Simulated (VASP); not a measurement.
# Sn (Immm) in VASP: notebook

The runs below take Sn through single point, with LDA.

Everything below comes from runs of VASP 6.6.1. Logs are shortened: lines on timing, memory, paths and dates and some standing lists are left out, and cuts for length are marked.

## 1. The cell of the first run

The structure is orthorhombic, space group Immm (No. 71). The conventional cell has a = 3.314 Å, b = 3.830 Å, c = 4.130 Å, α = 90.00°, β = 90.00°, γ = 90.00°. Within 4.3 Å of Sn (site symmetry mmm) lie 14 Sn at 3.27 to 4.13 Å.

## 2. Single point, LDA (26.21 Å³/atom)

The input, INCAR:

```
PREC = Accurate ; ENCUT = 520
EDIFF = 1E-6 ; ISMEAR = -1
SIGMA = 0.08 ; LREAL = F
LASPH = T ; NELM = 80
ALGO = Normal ; ISIF = 2
LWAVE = F ; LCHARG = T
GGA = CA ; LELF = T
LVHAR = T ; NBANDS = 13
```

The input, KPOINTS:

```
Automatic mesh
0
Gamma
  13 13 13
```

The input, POSCAR:

```
Sn
1.0
   -1.6569893071      1.9150981989      2.0652062125
    1.6569893071     -1.9150981989      2.0652062125
    1.6569893071      1.9150981989     -2.0652062125
Sn
1
Direct
    0.0000000000      0.0000000000      0.0000000000
```

Potentials or basis: VASP PAW LDA potentials, release 64 (Sn_d).

On the command line:

```sh
> cat potpaw_LDA.64/Sn_d/POTCAR > POTCAR
> mpirun -np 1 vasp_std > vasp.out
```

OUTCAR:

```text
PREC = Accurate
   ENCUT = 520
   EDIFF = 1E-6
   ISMEAR = -1
   LREAL = F
   LASPH = T
   NELM = 80
   ISIF = 2
   GGA = CA

 ion  position               nearest neighbor table
   1  0.000  0.000  0.000-

  LATTYP: Found a body centered orthorhombic cell.
 ALAT       =     3.3139786142
 B/A-ratio  =     1.1557697993
 C/A-ratio  =     1.2463606154

  Lattice vectors:

 A1 = (  -1.6569893071,   1.9150981989,   2.0652062125)
 A2 = (   1.6569893071,  -1.9150981989,   2.0652062125)
 A3 = (   1.6569893071,   1.9150981989,  -2.0652062125)

Analysis of symmetry for initial positions (statically):
=====================================================================
 Subroutine PRICEL returns:
 Original cell was already a primitive cell.

 Routine SETGRP: Setting up the symmetry group for a
 body centered orthorhombic supercell.

 Subroutine GETGRP returns: Found  8 space group operations
 (whereof  8 operations were pure point group operations)
 out of a pool of  8 trial point group operations.

The static configuration has the point symmetry D_2h.

Analysis of symmetry for dynamics (positions and initial velocities):
=====================================================================
 Subroutine PRICEL returns:
 Original cell was already a primitive cell.

 Routine SETGRP: Setting up the symmetry group for a
 body centered orthorhombic supercell.

 Subroutine GETGRP returns: Found  8 space group operations
 (whereof  8 operations were pure point group operations)
 out of a pool of  8 trial point group operations.

The dynamic configuration has the point symmetry D_2h.

 Subroutine INISYM returns: Found  8 space group operations
 (whereof  8 operations are pure point group operations),
 and found     1 'primitive' translations

----------------------------------------------------------------------------------------

                                     Primitive cell

  volume of cell :      26.2141

  direct lattice vectors                    reciprocal lattice vectors
    -1.656989307  1.915098199  2.065206213     0.000000000  0.261083218  0.242106574
     1.656989307 -1.915098199  2.065206213     0.301752098  0.000000000  0.242106574
     1.656989307  1.915098199 -2.065206213     0.301752098  0.261083218  0.000000000

  length of vectors
     3.267765502  3.267765502  3.267765502     0.356061848  0.386871971  0.399022274

  position of ions in fractional coordinates (direct lattice)
     0.000000000  0.000000000  0.000000000

[... 81 lines left out ...]
   ISIF   =      2    stress and relaxation
   ISYM   =      2    0-nonsym 1-usesym 2-fastsym
   POTIM  = 0.5000    time-step for ionic-motion
   TEBEG  =    0.0;   TEEND  =   0.0 temperature during run
   PSTRESS=    0.0 pullay stress
   NELECT =      14.0000    total number of electrons
   NUPDOWN=      -1.0000    fix difference up-down
   EMIN   =  10.00;   EMAX   =-10.00  energy-range for DOS
   EFERMI =   0.00;   METHOD = LEGACY
   ISMEAR =    -1;   SIGMA  =   0.08  broadening in eV -4-tet -1-fermi 0-gaus
   EFERMI_NEDOS =   21; number of points for ismear=-14 and -15
   IALGO  =     38    algorithm
   IMIX   =      4    mixing-type and parameters
     AMIX     =   0.40;   BMIX     =  1.00
     AMIX_MAG =   1.60;   BMIX_MAG =  1.00
  volume/ion in A,a.u.               =      26.21       176.90
  Fermi-wavevector in a.u.,A,eV,Ry     =   1.328228  2.509988 24.003274  1.764191
  Thomas-Fermi vector in A             =   2.457482
   LORBIT       =      0    0 simple, 1 ext, 2 COOP (PROOUT), +10 PAW based schemes
   GGA     = CA    functional components
   LHFCALC =     F    Hartree Fock is set to
   AEXX    =    0.0000 exact exchange contribution
   IVDW    =     0    specifies the selected vdW correction
   LEPSILON=     F    determine dielectric tensor
   LRPA    =     F    only Hartree local field effects (RPA)
 non-spin polarized calculation
  energy-cutoff  :      520.00
  volume of cell :       26.21
 maximum number of plane-waves:       720
   NGX = 13   NGY = 13   NGZ = 13

 number of electron      13.9999998 magnetization

 Free energy of the ion-electron system (eV)
  ---------------------------------------------------
  ext. energy  EPLUGINS =         0.00000000
  ---------------------------------------------------
  free energy    TOTEN  =        -4.44862281 eV

  energy without entropy =       -4.43705603  energy(sigma->0) =       -4.44283942

 E-fermi :   8.3126     XC(G=0): -10.7675

 val. band max:        8.3105595124   @ k =   0.2308   0.0769  -0.0000
 cond. band min:       8.3187128172   @ k =  -0.1538  -0.3077   0.0769
 fundamental gap:      0.0081533047
 Fermi energy:         8.3125661598

 k-point     1 :       0.0000    0.0000    0.0000
  band No.  band energies     occupation
      1     -13.2417      2.00000
      2     -13.1725      2.00000
      3     -13.1538      2.00000
      4     -13.1423      2.00000
      5     -13.0282      2.00000
      6      -3.1291      2.00000
      7      15.3244      0.00000
      8      15.4667      0.00000
      9      17.6217      0.00000
     10      19.0811      0.00000
     11      20.2585      0.00000
     12      20.2792      0.00000
     13      21.5041      0.00000
[... 354 lines left out ...]
  band No.  band energies     occupation
      1     -13.1904      2.00000
      2     -13.1755      2.00000
      3     -13.1279      2.00000
      4     -13.0675      2.00000
      5     -13.0371      2.00000
      6      -0.8785      2.00000
      7       7.6087      1.99970
      8      11.5350      0.00000
      9      14.8193      0.00000
     10      18.2817      0.00000
     11      20.8683      0.00000
     12      21.8428      0.00000
     13      23.4419      0.00000

 [... further k-points ...]

------------------------ aborting loop because EDIFF is reached ----------------------------------------

  FORCE on cell =-STRESS in cart. coord.  units (eV):
  Direction    XX          YY          ZZ          XY          YZ          ZX
  --------------------------------------------------------------------------------------
  -------------------------------------------------------------------------------------
  Total       -0.0743073     -0.1351405     -0.2964517      0.0000000      0.0000000      0.0000000
  in kB       -4.5415914     -8.2596559    -18.1188372      0.0000000      0.0000000      0.0000000
  external PRESSURE =     -10.3066948 kB  Pullay stress =       0.0000000 kB

 VOLUME and BASIS-vectors are now :
 -----------------------------------------------------------------------------
  energy-cutoff  :      520.00
  volume of cell :       26.21
      direct lattice vectors                 reciprocal lattice vectors
    -1.656989307  1.915098199  2.065206213     0.000000000  0.261083218  0.242106574
     1.656989307 -1.915098199  2.065206213     0.301752098  0.000000000  0.242106574
     1.656989307  1.915098199 -2.065206213     0.301752098  0.261083218  0.000000000

 POSITION                                       TOTAL-FORCE (eV/Angst)
 -----------------------------------------------------------------------------------
      0.00000      0.00000      0.00000        -0.000000      0.000000      0.000000
 -----------------------------------------------------------------------------------
    total drift:                                0.000000      0.000000      0.000000

  FREE ENERGIE OF THE ION-ELECTRON SYSTEM (eV)
  ---------------------------------------------------
  free  energy   TOTEN  =        -4.4486228085 eV

  energy  without entropy=       -4.4370560279  energy(sigma->0) =       -4.44283942
```

OSZICAR:

```text
N       E                     dE             d eps       ncg     rms          rms(c)
DAV:   1     0.801906260122E+02    0.80191E+02   -0.72479E+03  9186   0.164E+03
DAV:   2     0.122368968569E+01   -0.78967E+02   -0.76322E+02  9463   0.337E+02
DAV:   3    -0.434604324101E+01   -0.55697E+01   -0.55449E+01 10726   0.730E+01
DAV:   4    -0.446264023428E+01   -0.11660E+00   -0.11657E+00 10588   0.113E+01
DAV:   5    -0.446655330407E+01   -0.39131E-02   -0.39130E-02 11599   0.202E+00    0.147E+00
DAV:   6    -0.445364762562E+01    0.12906E-01   -0.11388E-02 11350   0.184E+00    0.801E-01
DAV:   7    -0.444888864141E+01    0.47590E-02   -0.68050E-03 11196   0.133E+00    0.101E-01
DAV:   8    -0.444862210305E+01    0.26654E-03   -0.62745E-04 10976   0.443E-01    0.204E-02
DAV:   9    -0.444862288741E+01   -0.78436E-06   -0.12005E-05 11948   0.430E-02    0.116E-02
DAV:  10    -0.444862280854E+01    0.78871E-07   -0.63469E-07  7484   0.108E-02
   1 F= -.44486228E+01 E0= -.44428394E+01  d E =-.115668E-01
```

Run time: 20 s. Hardware: 1 thread of Intel Xeon 6975P-C (Granite Rapids), shared host; peak memory 0.21 GiB.

Results:

```yaml
Free_energy: -4.4486 eV
Pressure: -1.0 GPa
Band_gap_on_the_k_mesh: zero (bands 7 and 8 overlap by 9.35 eV)
```

Stress tensor (GPa, compression positive):
```
-0.45  0.00  0.00
 0.00 -0.83  0.00
 0.00  0.00 -1.81
```

Caveat: spin-orbit coupling is left out, which moves the levels of the heavy elements.

## 3. Single point, LDA (27.04 Å³/atom)

This run uses another cell than the first one, of 27.04 Å³/atom.

The input, INCAR:

```
SYSTEM = Sn
PREC = Accurate
ENCUT = 520
EDIFF = 1E-6
ISMEAR = -1
SIGMA = 0.08
LREAL = .FALSE.
LASPH = .TRUE.
NELM = 80
ALGO = Normal
ISIF = 2
LWAVE = .FALSE.
LCHARG = .FALSE.
NBANDS = 13
```

The input, KPOINTS:

```
regular mesh
0
G
  13 13 13
  0 0 0
```

The input, POSCAR:

```
Sn
1.0
   -1.6741358017      1.9349155995      2.0865769280
    1.6741358017     -1.9349155995      2.0865769280
    1.6741358017      1.9349155995     -2.0865769280
Sn
1
Direct
    0.0000000000      0.0000000000      0.0000000000
```

Potentials or basis: VASP PAW LDA potentials, release 64 (Sn_d).

On the command line:

```sh
> cat potpaw_LDA.64/Sn_d/POTCAR > POTCAR
> mpirun -np 1 vasp_std > vasp.out
```

Wall time 49 s (1 thread of Intel Xeon 6975P-C (Granite Rapids), shared host); peak memory 0.22 GiB.

Results (log left out):

* Free energy: -4.4397 eV
* Pressure: -2.6 GPa
* Band gap on the k mesh: zero (bands 7 and 8 overlap by 9.04 eV)

Stress tensor (GPa, compression positive):
```
-2.19  0.00  0.00
 0.00 -2.35  0.00
 0.00  0.00 -3.21
```

Levels at points of the mesh, in eV from the Fermi level:
```tsv
k point	band 3	band 4	band 5	band 6	band 7	band 8	band 9	band 10	band 11	band 12
(0.00, 0.00, 0.00)	-21.44	-21.43	-21.33	-11.21	6.80	6.95	8.97	10.60	11.74	11.89
```

Caveat: spin-orbit coupling is left out, which moves the levels of the heavy elements.

## 4. Single point, LDA (28.71 Å³/atom)

This run uses another cell than the first one, of 28.71 Å³/atom.

The input, INCAR:

```
SYSTEM = Sn
ALGO = Normal
EDIFF = 1E-7
ENCUT = 520
ISIF = 2
ISMEAR = -1
LASPH = .TRUE.
LCHARG = .TRUE.
LELF = .TRUE.
LREAL = .FALSE.
LVHAR = .TRUE.
LWAVE = .FALSE.
NBANDS = 13
NELM = 60
PREC = Accurate
SIGMA = 0.08
```

The input, KPOINTS:

```
k-points
0
G
  13 13 13
  0 0 0
```

The input, POSCAR:

```
Sn
1.0
   -1.7079658415      1.9740153379      2.1287413574
    1.7079658415     -1.9740153379      2.1287413574
    1.7079658415      1.9740153379     -2.1287413574
Sn
1
Direct
    0.0000000000      0.0000000000      0.0000000000
```

Potentials or basis: VASP PAW LDA potentials, release 64 (Sn_d).

On the command line:

```sh
> cat potpaw_LDA.64/Sn_d/POTCAR > POTCAR
> mpirun -np 1 vasp_std > vasp.out
```

OUTCAR:

```text
SYSTEM = Sn
   EDIFF = 1E-7
   ENCUT = 520
   ISIF = 2
   ISMEAR = -1
   LASPH = .TRUE.
   LREAL = .FALSE.
   NELM = 60
   PREC = Accurate

 ion  position               nearest neighbor table
   1  0.000  0.000  0.000-

  LATTYP: Found a body centered orthorhombic cell.
 ALAT       =     3.4159316830
 B/A-ratio  =     1.1557697993
 C/A-ratio  =     1.2463606155

  Lattice vectors:

 A1 = (  -1.7079658415,   1.9740153379,   2.1287413574)
 A2 = (   1.7079658415,  -1.9740153379,   2.1287413574)
 A3 = (   1.7079658415,   1.9740153379,  -2.1287413574)

Analysis of symmetry for initial positions (statically):
=====================================================================
 Subroutine PRICEL returns:
 Original cell was already a primitive cell.

 Routine SETGRP: Setting up the symmetry group for a
 body centered orthorhombic supercell.

 Subroutine GETGRP returns: Found  8 space group operations
 (whereof  8 operations were pure point group operations)
 out of a pool of  8 trial point group operations.

The static configuration has the point symmetry D_2h.

[... 167 lines left out ...]
      1     -14.2769      2.00000
      2     -14.2238      2.00000
      3     -14.2107      2.00000
      4     -14.2003      2.00000
      5     -14.1168      2.00000
      6      -3.5701      2.00000
      7      13.6007      0.00000
      8      13.7447      0.00000
      9      15.5480      0.00000
     10      17.4825      0.00000
     11      18.5254      0.00000
     12      18.9338      0.00000
     13      20.0609      0.00000
[... 354 lines left out ...]
  band No.  band energies     occupation
      1     -14.2367      2.00000
      2     -14.2241      2.00000
      3     -14.1901      2.00000
      4     -14.1461      2.00000
      5     -14.1213      2.00000
      6      -1.5106      2.00000
      7       6.5322      1.99951
      8      10.1781      0.00000
      9      13.1959      0.00000
     10      16.7671      0.00000
     11      19.0826      0.00000
     12      20.1484      0.00000
     13      21.5663      0.00000

 [... further k-points ...]

------------------------ aborting loop because EDIFF is reached ----------------------------------------

  FORCE on cell =-STRESS in cart. coord.  units (eV):
  Direction    XX          YY          ZZ          XY          YZ          ZX
  --------------------------------------------------------------------------------------
  -------------------------------------------------------------------------------------
  Total       -0.8769934     -0.8464710     -0.9632094     -0.0000000      0.0000000      0.0000000
  in kB      -48.9434178    -47.2400213    -53.7549825     -0.0000000      0.0000000      0.0000000
  external PRESSURE =     -49.9794738 kB  Pullay stress =       0.0000000 kB

 VOLUME and BASIS-vectors are now :
 -----------------------------------------------------------------------------
  energy-cutoff  :      520.00
  volume of cell :       28.71
      direct lattice vectors                 reciprocal lattice vectors
    -1.707965842  1.974015338  2.128741357     0.000000000  0.253290838  0.234880578
     1.707965842 -1.974015338  2.128741357     0.292745901  0.000000000  0.234880578
     1.707965842  1.974015338 -2.128741357     0.292745901  0.253290838  0.000000000

 POSITION                                       TOTAL-FORCE (eV/Angst)
 -----------------------------------------------------------------------------------
      0.00000      0.00000      0.00000        -0.000000      0.000000      0.000000
 -----------------------------------------------------------------------------------
    total drift:                               -0.000000     -0.000000     -0.000000

  FREE ENERGIE OF THE ION-ELECTRON SYSTEM (eV)
  ---------------------------------------------------
  free  energy   TOTEN  =        -4.4001453756 eV

  energy  without entropy=       -4.3875602010  energy(sigma->0) =       -4.39385279
```

OSZICAR:

```text
N       E                     dE             d eps       ncg     rms          rms(c)
DAV:   1     0.812640651417E+02    0.81264E+02   -0.71944E+03  9135   0.158E+03
DAV:   2     0.152750266409E+01   -0.79737E+02   -0.77281E+02  9533   0.339E+02
DAV:   3    -0.428661023704E+01   -0.58141E+01   -0.57921E+01 10606   0.748E+01
DAV:   4    -0.441072959595E+01   -0.12412E+00   -0.12409E+00 10675   0.117E+01
DAV:   5    -0.441514713894E+01   -0.44175E-02   -0.44175E-02 11691   0.216E+00    0.124E+00
DAV:   6    -0.440413432698E+01    0.11013E-01   -0.11016E-02 11343   0.170E+00    0.677E-01
DAV:   7    -0.440035534628E+01    0.37790E-02   -0.65179E-03 11193   0.121E+00    0.907E-02
DAV:   8    -0.440014459112E+01    0.21076E-03   -0.58764E-04 10943   0.422E-01    0.189E-02
DAV:   9    -0.440014533390E+01   -0.74278E-06   -0.10998E-05 12120   0.387E-02    0.119E-02
DAV:  10    -0.440014537561E+01   -0.41708E-07   -0.85134E-07 12175   0.972E-03
   1 F= -.44001454E+01 E0= -.43938528E+01  d E =-.125852E-01
```

It took 42 s on 1 thread of Intel Xeon 6975P-C (Granite Rapids), shared host; peak memory 0.23 GiB.

What came out:

* Free energy: -4.4001 eV
* Pressure: -5.0 GPa
* Band gap on the k mesh: zero (bands 7 and 8 overlap by 8.45 eV)

Stress tensor (GPa, compression positive):
```
-4.89  0.00  0.00
 0.00 -4.72  0.00
 0.00  0.00 -5.38
```

Caveat: the cell stands under tension; spin-orbit coupling is left out, which moves the levels of the heavy elements.

## 5. Single point, LDA (29.54 Å³/atom)

This run uses another cell than the first one, of 29.54 Å³/atom.

The input, INCAR:

```
PREC = Accurate ; ENCUT = 520
EDIFF = 1E-6 ; ISMEAR = -1
SIGMA = 0.08 ; LREAL = False
LASPH = True ; NELM = 60
ALGO = Normal ; ISIF = 2
LWAVE = False ; LCHARG = False
GGA = CA ; NBANDS = 13
```

The input, KPOINTS:

```
Automatic mesh
0
Gamma
  13 13 13
```

The input, POSCAR:

```
Sn
1.0
   -1.7243895975      1.9929974191      2.1492112800
    1.7243895975     -1.9929974191      2.1492112800
    1.7243895975      1.9929974191     -2.1492112800
Sn
1
Direct
    0.0000000000      0.0000000000      0.0000000000
```

On the command line:

```sh
> cat potpaw_LDA.64/Sn_d/POTCAR > POTCAR
> mpirun -np 1 vasp_std > vasp.out
```

Run time: 46 s. Hardware: 1 thread of Intel Xeon 6975P-C (Granite Rapids), shared host; peak memory 0.23 GiB.

It converged, with:

```yaml
Free_energy: -4.3720 eV
Pressure: -5.9 GPa
Band_gap_on_the_k_mesh: zero (bands 7 and 8 overlap by 8.17 eV)
```

Stress tensor (GPa, compression positive):
```
-5.90  0.00  0.00
 0.00 -5.61  0.00
 0.00  0.00 -6.17
```

Levels at points of the mesh, in eV from the Fermi level:
| k point | band 4 | band 5 | band 6 | band 7 | band 8 | band 9 | band 10 | band 11 |
| --- | --- | --- | --- | --- | --- | --- | --- | --- |
| (0.00, 0.00, 0.00) | -21.39 | -21.31 | -10.57 | 6.22 | 6.36 | 8.07 | 10.14 | 11.13 |

Caveat: the cell stands under tension; spin-orbit coupling is left out, which moves the levels of the heavy elements.

## 6. The runs side by side

| cell | gap on the mesh (eV) | pressure (GPa) |
| --- | --- | --- |
| a = 3.268 Å, angles 119.1, 108.2, 101.6°, 1 atom | none | -1.0 |
| a = 3.302 Å, angles 119.1, 108.2, 101.6°, 1 atom | none | -2.6 |
| a = 3.368 Å, angles 119.1, 108.2, 101.6°, 1 atom | none | -5.0 |
| a = 3.401 Å, angles 119.1, 108.2, 101.6°, 1 atom | none | -5.9 |

Alike in all rows: task single point; level LDA; potentials or basis VASP PAW LDA potentials, release 64 (Sn_d); no spin polarisation; k mesh 13 × 13 × 13; cutoff (eV) 520; smearing fermi-dirac 0.08 eV.

Caveats: spin-orbit coupling is left out, which moves the levels of the heavy elements; the cell stands under tension (at least some runs).

Absolute energies hang on the potentials; compare differences alone.
